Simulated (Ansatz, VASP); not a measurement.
## One calculation of Ir, two programs

```
Ir
1.0
     4.89162    0.00000    0.00000
     0.00000    4.89162    0.00000
     0.00000    0.00000    4.89162
Ir
8
Direct
  0.00000 0.00000 0.00000
  0.50000 0.50000 0.50000
  0.25000 0.00000 0.50000
  0.75000 0.00000 0.50000
  0.50000 0.25000 0.00000
  0.50000 0.75000 0.00000
  0.00000 0.50000 0.25000
  0.00000 0.50000 0.75000
```

Alike in both runs: functional PBEsol; k mesh 5 × 5 × 5; occupations fermi-dirac, width 0.1 eV; no spin polarisation.

Ansatz relaxed the structure, and its values are those at the end. VASP's run is a single point on that final structure, the one shown.

|  | VASP | Ansatz |
| --- | --- | --- |
| version | VASP 6.6.1 | Ansatz 0.2.0 |
| potentials or method | VASP PAW PBE potentials, release 64 (Ir), cutoff 520 eV | plane waves (420 eV) with PAW, scalar-relativistic |
| valence electrons in the cell | 72 | 136 |

Ansatz gave:

| Property | Result |
| --- | --- |
| pressure (GPa) | 0.0 |

Question: Estimate VASP's values.

Answer: Pressure (GPa): 0.9.

VASP's potentials were made for PBE, not for PBEsol, and Ansatz warns of the same on its side. VASP's potentials hold 72 valence electrons a cell and Ansatz's 136, so a difference there can come from the potentials and not from the codes.

Neither program's run includes spin-orbit coupling.
